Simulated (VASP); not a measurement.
Wanted: the native input for a VASP 6.6.1 run.

```
Task                   : single point
Functional             : LDA
Potentials or basis    : VASP PAW LDA potentials, release 64 (Ga_d, Sb)
Cutoff                 : 520 eV
k mesh                 : 10 × 10 × 10
Occupations            : gaussian, width 0.15 eV
Spin                   : no spin polarisation
Dipole correction      : no
Further INCAR settings : ALGO = Normal; EDIFF = 1e-06; NBANDS = 22
```

The structure of GaSb3 lies in POSCAR:

```
GaSb3
1.0
    0.0000000000      3.6180975244      3.9202086677
    3.6180975244      0.0000000000      3.9202086677
    3.6180975244      3.6180975244      0.0000000000
Ga Sb
1 3
Direct
    0.0000000000      0.0000000000      0.0000000000
    0.2500000000      0.2500000000      0.2500000000
    0.7500000000      0.7500000000      0.7500000000
    0.5000000000      0.5000000000      0.5000000000
```

This cell differs from its parent crystal: volume 25.659 Å^3 an atom, c/a of the conventional cell 1.0835.

The input as run:

INCAR

```
  ALGO = Normal
  EDIFF = 1E-6
  ENCUT = 520
  ISIF = 2
  ISMEAR = 0
  LASPH = True
  LCHARG = False
  LREAL = False
  LWAVE = False
  NBANDS = 22
  NELM = 100
  PREC = Accurate
  SIGMA = 0.15
```

KPOINTS

```
k-points
0
Gamma
  10 10 10
```

Potentials or basis: VASP PAW LDA potentials, release 64 (Ga_d, Sb).

Command:

```console
$ cat potpaw_LDA.64/Ga_d/POTCAR potpaw_LDA.64/Sb/POTCAR > POTCAR
$ mpirun -np 1 vasp_std > vasp.out
```

It gave:

```json
{
 "Pressure": "-3.9 GPa",
 "Band gap on the k mesh": "zero (band 14 reaches 9.29 eV, above the bottom of band 15 at 5.24 eV)"
}
```

Caveat: spin-orbit coupling is left out, which moves the levels of the heavy elements.

It took 3 min on 1 thread of Intel Xeon 6975P-C, on a shared host, peak memory 0.35 GiB.
